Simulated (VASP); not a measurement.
# P (Fm-3m) in VASP: notebook

The runs below take P through single point, with BLYP.

All numbers are computed with VASP 6.6.1; they aren't measurements. Logs are shortened: lines on timing, memory, paths and dates and some standing lists are left out, and cuts for length are marked.

### Step 1. The cell of the first run

Symmetry: Fm-3m, No. 225, cubic system. Conventional cell: a = 4.117 Å, b = 4.117 Å, c = 4.117 Å, α = 90.00°, β = 90.00°, γ = 90.00°. Within 3.8 Å of P (site symmetry m-3m) lie 12 P at 2.91 Å.

### Step 2. Single point, BLYP (volume scaled by 1.04)

File INCAR:

```
PREC = Accurate
ENCUT = 520
EDIFF = 1E-6
ISMEAR = -1
SIGMA = 0.1
LREAL = F
LASPH = T
NELM = 100
ALGO = Normal
ISIF = 2
LWAVE = F
LCHARG = F
GGA = B5
ALDAX = 1.0
AGGAX = 1.0
AGGAC = 1.0
ALDAC = 0.0
NBANDS = 8
```

File KPOINTS:

```
regular mesh
0
Gamma
  15 15 15
```

File POSCAR:

```
P
1.0
    0.0000000000      2.0584244593      2.0584244593
    2.0584244593      0.0000000000      2.0584244593
    2.0584244593      2.0584244593      0.0000000000
P
1
Direct
    0.0000000000      0.0000000000      0.0000000000
```

Potentials or basis: VASP PAW PBE potentials, release 64 (P).

Started as:

```
$ cat potpaw_PBE.64/P/POTCAR > POTCAR
$ mpirun -np 1 vasp_std > vasp.out
```

OUTCAR:

```text
PREC = Accurate
   ENCUT = 520
   EDIFF = 1E-6
   ISMEAR = -1
   LREAL = F
   LASPH = T
   NELM = 100
   ISIF = 2
   GGA = B5

 ion  position               nearest neighbor table
   1  0.000  0.000  0.000-

  LATTYP: Found a face centered cubic cell.
 ALAT       =     4.1168489186

  Lattice vectors:

 A1 = (   0.0000000000,   2.0584244593,   2.0584244593)
 A2 = (   2.0584244593,   0.0000000000,   2.0584244593)
 A3 = (   2.0584244593,   2.0584244593,   0.0000000000)

Analysis of symmetry for initial positions (statically):
=====================================================================
 Subroutine PRICEL returns:
 Original cell was already a primitive cell.

 Routine SETGRP: Setting up the symmetry group for a
 face centered cubic supercell.

 Subroutine GETGRP returns: Found 48 space group operations
 (whereof 48 operations were pure point group operations)
 out of a pool of 48 trial point group operations.

The static configuration has the point symmetry O_h .

Analysis of symmetry for dynamics (positions and initial velocities):
=====================================================================
 Subroutine PRICEL returns:
 Original cell was already a primitive cell.

 Routine SETGRP: Setting up the symmetry group for a
 face centered cubic supercell.

 Subroutine GETGRP returns: Found 48 space group operations
 (whereof 48 operations were pure point group operations)
 out of a pool of 48 trial point group operations.

The dynamic configuration has the point symmetry O_h .

 Subroutine INISYM returns: Found 48 space group operations
 (whereof 48 operations are pure point group operations),
 and found     1 'primitive' translations

----------------------------------------------------------------------------------------

                                     Primitive cell

  volume of cell :      17.4435

  direct lattice vectors                    reciprocal lattice vectors
     0.000000000  2.058424459  2.058424459    -0.242904226  0.242904226  0.242904226
     2.058424459  0.000000000  2.058424459     0.242904226 -0.242904226  0.242904226
     2.058424459  2.058424459  0.000000000     0.242904226  0.242904226 -0.242904226

  length of vectors
     2.911051787  2.911051787  2.911051787     0.420722461  0.420722461  0.420722461

  position of ions in fractional coordinates (direct lattice)
     0.000000000  0.000000000  0.000000000

  ion indices of the primitive-cell ions
   primitive index   ion index
                 1           1

----------------------------------------------------------------------------------------

 KPOINTS: regular mesh

Automatic generation of k-mesh.
 Grid dimensions read from file:
 generate k-points for:   15   15   15

 Generating k-lattice:

  Cartesian coordinates                     Fractional coordinates (reciprocal lattice)
    -0.016193615  0.016193615  0.016193615     0.066666667  0.000000000  0.000000000
     0.016193615 -0.016193615  0.016193615     0.000000000  0.066666667  0.000000000
     0.016193615  0.016193615 -0.016193615     0.000000000  0.000000000  0.066666667

  Length of vectors
     0.028048164  0.028048164  0.028048164

  Shift w.r.t. Gamma in fractional coordinates (k-lattice)
     0.000000000  0.000000000  0.000000000

 Subroutine IBZKPT returns following result:
 ===========================================

 Found    120 irreducible k-points:

 Following reciprocal coordinates:
            Coordinates               Weight
  0.000000  0.000000  0.000000      1.000000
  0.066667  0.000000  0.000000      8.000000
  0.133333  0.000000  0.000000      8.000000
  0.200000  0.000000  0.000000      8.000000
  0.266667  0.000000  0.000000      8.000000
  0.333333  0.000000  0.000000      8.000000
[... 16 lines left out ...]
  0.133333  0.133333  0.000000      6.000000
  0.200000  0.133333  0.000000     24.000000
 [... further k-points ...]
   k-points           NKPTS =    120   k-points in BZ     NKDIM =    120   number of bands    NBANDS=      8
   number of dos      NEDOS =    301   number of ions     NIONS =      1
   total plane-waves  NPLWV =  13824
   dimension x,y,z NGX =    24 NGY =   24 NGZ =   24
   dimension x,y,z NGXF=    48 NGYF=   48 NGZF=   48
   ions per type =               1
   NGX,Y,Z   is equivalent  to a cutoff of  13.71, 13.71, 13.71 a.u.
   NGXF,Y,Z  is equivalent  to a cutoff of  27.41, 27.41, 27.41 a.u.
 SYSTEM =  unknown system
   PREC   = accura    normal or accurate (medium, high low for compatibility)
   ISTART =      0    job   : 0-new  1-cont  2-samecut
   ICHARG =      2    charge: 1-file 2-atom 10-const
   ISPIN  =      1    spin polarized calculation?
   LNONCOLLINEAR =      F non collinear calculations
   LSORBIT =      F    spin-orbit coupling
   LASPH  =      T    aspherical Exc in radial PAW
   ENCUT  =  520.0 eV  38.22 Ry    6.18 a.u.   5.41  5.41  5.41*2*pi/ulx,y,z
   NELM   =    100;   NELMIN=  2; NELMDL= -5     # of ELM steps
   EDIFF  = 0.1E-05   stopping-criterion for ELM
   LREAL  =      F    real-space projection
   EDIFFG = 0.1E-04   stopping-criterion for IOM
   NSW    =      0    number of steps for IOM
   IBRION =     -1    ionic relax: 0-MD 1-quasi-New 2-CG
   NFREE  =      0    steps in history (QN), initial steepest desc. (CG)
   ISIF   =      2    stress and relaxation
   ISYM   =      2    0-nonsym 1-usesym 2-fastsym
   POTIM  = 0.5000    time-step for ionic-motion
   TEBEG  =    0.0;   TEEND  =   0.0 temperature during run
   PSTRESS=    0.0 pullay stress
   NELECT =       5.0000    total number of electrons
   NUPDOWN=      -1.0000    fix difference up-down
   EMIN   =  10.00;   EMAX   =-10.00  energy-range for DOS
   EFERMI =   0.00;   METHOD = LEGACY
   ISMEAR =    -1;   SIGMA  =   0.10  broadening in eV -4-tet -1-fermi 0-gaus
   EFERMI_NEDOS =   21; number of points for ismear=-14 and -15
   IALGO  =     38    algorithm
   IMIX   =      4    mixing-type and parameters
     AMIX     =   0.40;   BMIX     =  1.00
     AMIX_MAG =   1.60;   BMIX_MAG =  1.00
  volume/ion in A,a.u.               =      17.44       117.71
  Fermi-wavevector in a.u.,A,eV,Ry     =   1.079410  2.039790 15.852510  1.165127
  Thomas-Fermi vector in A             =   2.215375
   LORBIT       =      0    0 simple, 1 ext, 2 COOP (PROOUT), +10 PAW based schemes
   GGA     = B5    functional components
   LHFCALC =     F    Hartree Fock is set to
   AEXX    =    0.0000 exact exchange contribution
   IVDW    =     0    specifies the selected vdW correction
   LEPSILON=     F    determine dielectric tensor
   LRPA    =     F    only Hartree local field effects (RPA)
 non-spin polarized calculation
  energy-cutoff  :      520.00
  volume of cell :       17.44
 maximum number of plane-waves:       489
 NGX is ok and might be reduce to    24
   NGX = 11   NGY = 11   NGZ = 11

 number of electron       4.9999999 magnetization

 Free energy of the ion-electron system (eV)
  ---------------------------------------------------
  ext. energy  EPLUGINS =         0.00000000
  ---------------------------------------------------
  free energy    TOTEN  =        -3.52068939 eV

  energy without entropy =       -3.50066045  energy(sigma->0) =       -3.51067492

 E-fermi :   7.8247     XC(G=0):  -9.9851

 val. band max:        7.7841180819   @ k =  -0.1333   0.2000   0.0667
 cond. band min:       7.8314863136   @ k =  -0.4667   0.4667   0.0667
 fundamental gap:      0.0473682317
 Fermi energy:         7.8246729690

 k-point     1 :       0.0000    0.0000    0.0000
  band No.  band energies     occupation
      1      -6.7256      2.00000
      2      12.8891      0.00000
      3      12.8891      0.00000
      4      12.8891      0.00000
      5      18.9792      0.00000
      6      18.9792      0.00000
      7      18.9792      0.00000
      8      23.6977      0.00000

 k-point     2 :       0.0667    0.0000    0.0000
  band No.  band energies     occupation
      1      -6.6199      2.00000
      2      12.1865      0.00000
      3      12.7806      0.00000
      4      12.7806      0.00000
      5      18.9071      0.00000
      6      19.1906      0.00000
      7      19.1906      0.00000
      8      23.8909      0.00000

 k-point     3 :       0.1333    0.0000    0.0000
  band No.  band energies     occupation
      1      -6.3039      2.00000
      2      10.5211      0.00000
      3      12.5106      0.00000
      4      12.5106      0.00000
      5      18.6466      0.00000
      6      19.6679      0.00000
      7      19.6679      0.00000
      8      23.2602      0.00000

 k-point     4 :       0.2000    0.0000    0.0000
  band No.  band energies     occupation
      1      -5.7825      2.00000
      2       8.4961      0.00242
      3      12.1844      0.00000
      4      12.1844      0.00000
      5      18.2853      0.00000
      6      19.8997      0.00000
      7      19.8997      0.00000
      8      23.1531      0.00000

 k-point     5 :       0.2667    0.0000    0.0000
  band No.  band energies     occupation
      1      -5.0662      2.00000
      2       6.4239      2.00000
      3      11.8809      0.00000
      4      11.8809      0.00000
      5      17.9451      0.00000
      6      19.5333      0.00000
      7      19.5333      0.00000
      8      24.0243      0.00000
[... 177 lines left out ...]
 k-point    22 :      -0.0667    0.0667    0.0000
  band No.  band energies     occupation
      1      -6.4440      2.00000
      2      11.5039      0.00000
      3      12.0348      0.00000
      4      12.8671      0.00000
      5      18.7502      0.00000
      6      19.2611      0.00000
      7      19.7956      0.00000
      8      22.9825      0.00000

 k-point    23 :       0.1333    0.1333    0.0000
  band No.  band energies     occupation
      1      -6.1630      2.00000
      2      11.4368      0.00000
      3      11.5835      0.00000
      4      11.5835      0.00000
      5      17.1236      0.00000
      6      20.6623      0.00000
      7      20.9250      0.00000
      8      20.9250      0.00000

 k-point    24 :       0.2000    0.1333    0.0000
  band No.  band energies     occupation
      1      -5.7794      2.00000
      2       9.8903      0.00000
      3      11.1221      0.00000
      4      11.5085      0.00000
      5      16.8444      0.00000
      6      19.5579      0.00000
      7      21.4505      0.00000
      8      21.6204      0.00000

 [... further k-points ...]
[... 5 lines left out ...]
  --------------------------------------------------------------------------------------
  -------------------------------------------------------------------------------------
  Total       -0.2537161     -0.2537161     -0.2537161      0.0000000      0.0000000      0.0000000
  in kB      -23.3036433    -23.3036433    -23.3036433      0.0000000      0.0000000      0.0000000
  external PRESSURE =     -23.3036433 kB  Pullay stress =       0.0000000 kB

 VOLUME and BASIS-vectors are now :
 -----------------------------------------------------------------------------
  energy-cutoff  :      520.00
  volume of cell :       17.44
      direct lattice vectors                 reciprocal lattice vectors
     0.000000000  2.058424459  2.058424459    -0.242904226  0.242904226  0.242904226
     2.058424459  0.000000000  2.058424459     0.242904226 -0.242904226  0.242904226
     2.058424459  2.058424459  0.000000000     0.242904226  0.242904226 -0.242904226

 POSITION                                       TOTAL-FORCE (eV/Angst)
 -----------------------------------------------------------------------------------
      0.00000      0.00000      0.00000         0.000000      0.000000      0.000000
 -----------------------------------------------------------------------------------
    total drift:                                0.000000     -0.000000      0.000000

  FREE ENERGIE OF THE ION-ELECTRON SYSTEM (eV)
  ---------------------------------------------------
  free  energy   TOTEN  =        -3.5206893928 eV

  energy  without entropy=       -3.5006604516  energy(sigma->0) =       -3.51067492
```

Run time: 13 s. Hardware: 1 thread of Intel Xeon Platinum 8259CL at 2.50GHz (Skylake/Cascade Lake), shared host; peak memory 0.13 GiB.

What came out:

- Free energy: -3.5207 eV
- Pressure: -2.3 GPa

Caveat: the PAW data sets were made with another functional, which shifts forces and pressure a little.

### Step 3. Single point, BLYP (volume scaled by 1.08)

File INCAR:

```
PREC = Accurate
ENCUT = 520
EDIFF = 1E-6
ISMEAR = -1
SIGMA = 0.1
LREAL = F
LASPH = T
NELM = 80
ALGO = Normal
ISIF = 2
LWAVE = F
LCHARG = T
GGA = B5
ALDAX = 1.0
AGGAX = 1.0
AGGAC = 1.0
ALDAC = 0.0
LELF = T
LVHAR = T
NBANDS = 8
```

KPOINTS is that of step 2.

File POSCAR:

```
P
1.0
    0.0000000000      2.0844832315      2.0844832315
    2.0844832315      0.0000000000      2.0844832315
    2.0844832315      2.0844832315      0.0000000000
P
1
Direct
    0.0000000000      0.0000000000      0.0000000000
```

Potentials or basis: VASP PAW PBE potentials, release 64 (P).

Started as:

```
$ cat potpaw_PBE.64/P/POTCAR > POTCAR
$ mpirun -np 1 vasp_std > vasp.out
```

Run time: 12 s. Hardware: 1 thread of Intel Xeon Platinum 8259CL at 2.50GHz (Skylake/Cascade Lake), shared host; peak memory 0.14 GiB.

Results (log left out):

- Free energy: -3.5067 eV
- Pressure: -4.4 GPa

Levels at points of the mesh, in eV from the Fermi level:
```tsv
k point	band 1	band 2	band 3	band 4	band 5	band 6	band 7
(0.00, 0.00, 0.00)	-14.22	4.80	4.80	4.80	11.09	11.09	11.09
```

Caveat: the PAW data sets were made with another functional, which shifts forces and pressure a little.
